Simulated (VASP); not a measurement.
RbH2, 6 atoms in the cell. It takes space group Cccm (No. 66, orthorhombic). Conventional cell: a = 9.060 Å, b = 9.290 Å, c = 5.113 Å, α = 90.00°, β = 90.00°, γ = 90.00°. Within 4.3 Å of Rb (site symmetry 2/m) lie 8 H at 3.24 to 3.75 Å. Within 1.1 Å of H (site symmetry 2) lie 1 H at 0.77 Å. The cell was built from a structure type or drawn by symmetry, and may not be a known phase.

- Program: VASP 6.6.1
- Task: single point
- Functional: PBE
- Potentials or basis: VASP PAW PBE potentials, release 64 (Rb_sv, H)
- Cutoff: 520 eV
- k mesh: 6 × 6 × 6
- Occupations: gaussian, width 0.1 eV
- Spin: no spin polarisation
- Dipole correction: no
- Further INCAR settings: ALGO = Normal; EDIFF = 1e-06; NBANDS = 20

Potentials or basis: VASP PAW PBE potentials, release 64 (Rb_sv, H).

Command:

```console
$ cat potpaw_PBE.64/Rb_sv/POTCAR potpaw_PBE.64/H/POTCAR > POTCAR
$ mpirun -np 1 vasp_std > vasp.out
```

Hardware: 1 thread of Oxide Virtual Turin-like Processor, with other jobs on the host.

Problem. Estimate the wall time of this run.

Solution. Run time: 2.1 min on 1 thread of Oxide Virtual Turin-like Processor, on a shared host, peak memory 0.35 GiB. Counts: scf iterations 13, k points 52.
